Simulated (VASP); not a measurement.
Write the native input for VASP 6.6.1 that does the following.

```
Task                   : relaxation of cell and atoms
Functional             : LDA
Potentials or basis    : VASP PAW LDA potentials, release 64 (Pt)
Cutoff                 : 600 eV
k mesh                 : 19 × 19 × 19
Occupations            : fermi-dirac, width 0.1 eV
Spin                   : no spin polarisation
Dipole correction      : no
Further INCAR settings : ALGO = Normal; EDIFF = 1e-07; IBRION = 2; EDIFFG = -0.005; NSW = 60; ISIF = 3
```

The structure of Pt lies in POSCAR:

```
Pt
1.0
   -1.5456694941      1.5456694941      1.5456694941
    1.5456694941     -1.5456694941      1.5456694941
    1.5456694941      1.5456694941     -1.5456694941
Pt
1
Direct
    0.0000000000      0.0000000000      0.0000000000
```

These files were run (other wordings do the same):

INCAR

```
PREC = Accurate
ENCUT = 600
EDIFF = 1E-7
ISMEAR = -1
SIGMA = 0.1
LREAL = F
LASPH = T
NELM = 80
ALGO = Normal
ISIF = 3
LWAVE = F
LCHARG = F
IBRION = 2
NSW = 60
EDIFFG = -0.005
```

KPOINTS

```
Automatic mesh
0
Gamma
  19 19 19
```

Potentials or basis: VASP PAW LDA potentials, release 64 (Pt).

Launch:

```bash
$ cat potpaw_LDA.64/Pt/POTCAR > POTCAR
$ mpirun -np 1 vasp_std > vasp.out
```

It gave:

```json
{
 "Relaxed volume": "14.98 Å³/atom",
 "Relaxed cell": "a = 2.690 Å, b = 2.690 Å, c = 2.690 Å, α = 109.47°, β = 109.47°, γ = 109.47°",
 "Space group after relaxing (to 0.05 Å)": "Im-3m (No. 229)",
 "Energy gained by relaxing": "2.7 meV/atom",
 "Ionic steps": "4",
 "Pressure after relaxing": "0.0 GPa",
 "Band gap on the k mesh": "zero (band 5 reaches 12.10 eV, above the bottom of band 6 at 9.85 eV)"
}
```

Caveat: spin-orbit coupling is left out, which moves the levels of the heavy elements.

It took 85 s on 1 thread of AMD EPYC 7R43 64-Core Processor (Zen 3), with other jobs on the host, peak memory 0.13 GiB.
